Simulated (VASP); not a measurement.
Here is a VASP 6.6.1 calculation.

The input INCAR:

```
SYSTEM = Al16O22F
PREC = Accurate
ENCUT = 520
EDIFF = 1E-7
ISMEAR = -1
SIGMA = 0.02
LREAL = Auto
LASPH = .TRUE.
NELM = 60
ALGO = Normal
ISIF = 2
LWAVE = .FALSE.
LCHARG = .FALSE.
GGA = PE
NELECT = 188.0
NBANDS = 118
```

Contents of KPOINTS:

```
regular mesh
0
G
  2 2 2
  0 0 0
```

File POSCAR:

```
Al16O22F
1.0
   -4.7540000000     -2.7447230000      4.3300000000
    4.7540000000     -2.7447230000      4.3300000000
    0.0000000000      5.4894460000      4.3300000000
Al O F
16 22 1
Direct
    0.3493845530      0.3486927145      0.3553880905
    0.1513546606      0.1454821322      0.1516604358
    0.6311008223      0.6539491605      0.6286197631
    0.8692931691      0.8705725128      0.8456821242
    0.8555168984      0.8524971256      0.3495799714
    0.6555946664      0.6491449398      0.1452015023
    0.1259692938      0.1202665172      0.6643544893
    0.3492595503      0.3510651876      0.8511008972
    0.8455767097      0.3553840298      0.8510879903
    0.6451351759      0.1506250791      0.6483651491
    0.1509864973      0.6488175869      0.1490723591
    0.3739850997      0.8367663366      0.3768222357
    0.3695489029      0.8533881961      0.8751414229
    0.1312650446      0.6253691674      0.6461219081
    0.6462040531      0.1510441877      0.1484799347
    0.8548148282      0.3514730108      0.3497440317
    0.5933973494      0.4042172905      0.7500368612
    0.7622892736      0.5955820796      0.3943958524
    0.4072029155      0.5913796088      0.2402929953
    0.2509481925      0.3993009481      0.5983871181
    0.5958312887      0.2508199299      0.4025783426
    0.2500972144      0.0946573743      0.4057853651
    0.8988241293      0.2584330902      0.5958718798
    0.9050437061      0.0980843035      0.2496604430
    0.7509751487      0.9115796922      0.5891675609
    0.0985236529      0.7406408174      0.4023336822
    0.0991916431      0.4024442725      0.2509458396
    0.2500892486      0.6007598418      0.8997026417
    0.9076649775      0.7509424280      0.0954757354
    0.8958619684      0.5972088342      0.7472382044
    0.7505274952      0.4034561868      0.0968729000
    0.0935145689      0.2595871394      0.9089865134
    0.6024712106      0.9050002388      0.2420077653
    0.7395462375      0.1054776637      0.9046786392
    0.4016068814      0.2494343951      0.0978559522
    0.4017831651      0.0973506872      0.7597781569
    0.2503766247      0.9020270243      0.1016628637
    0.6051605370      0.7533841382      0.9038594818
    0.2528325199      0.8460228859      0.6512598368
```

Potentials or basis: VASP PAW PBE potentials, release 64 (Al, O, F).

Run with:

```console
$ cat potpaw_PBE.64/Al/POTCAR potpaw_PBE.64/O/POTCAR potpaw_PBE.64/F/POTCAR > POTCAR
$ mpirun -np 1 vasp_std > vasp.out
```

(1) Predict the largest force.

Answers

(1) 0.066 eV/Å.

Caveat: the k points lie up to 0.45 Å⁻¹ apart; the cell carries a net charge on a neutralising background, which shifts energy and pressure.
